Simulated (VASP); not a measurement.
Set up this calculation in VASP 6.6.1, as the native input.

- Task: single point
- Functional: PBEsol
- Potentials or basis: VASP PAW PBE potentials, release 64 (O)
- Cutoff: 600 eV
- k mesh: 6 × 6 × 6
- Occupations: methfessel-paxton, width 0.1 eV
- Spin: no spin polarisation
- Dipole correction: no
- Further INCAR settings: ALGO = Normal; EDIFF = 1e-06; NBANDS = 16

The structure of O lies in POSCAR:

```
O
1.0
    4.0944550000      0.0000000000      0.0000000000
    0.0000000000      4.0944550000      0.0000000000
    0.0000000000      0.0000000000      4.0944550000
O
3
Direct
    0.5000000000      0.0000000000      0.5000000000
    0.0000000000      0.5000000000      0.5000000000
    0.5000000000      0.5000000000      0.0000000000
```

The input as run:

INCAR

```
SYSTEM = O
PREC = Accurate
ENCUT = 600
EDIFF = 1E-6
ISMEAR = 1
SIGMA = 0.1
LREAL = .False.
LASPH = .True.
NELM = 120
ALGO = Normal
ISIF = 2
LWAVE = .False.
LCHARG = .False.
GGA = PS
NBANDS = 16
GGA_COMPAT = .False.
```

KPOINTS

```
Automatic mesh
0
Gamma
  6 6 6
  0 0 0
```

Potentials or basis: VASP PAW PBE potentials, release 64 (O).

Command:

```console
$ cat potpaw_PBE.64/O/POTCAR > POTCAR
$ mpirun -np 1 vasp_std > vasp.out
```

Results of the run:

* Pressure: -13.1 GPa
* Band gap on the k mesh: zero (bands 9 and 10 overlap by 0.62 eV)

Caveat: the cell stands under tension; the PAW data sets were made with another functional, which shifts forces and pressure a little.

Run time: 31 s on 1 thread of AMD EPYC 7R43 64-Core Processor (Zen 3), with other jobs on the host, peak memory 0.16 GiB.
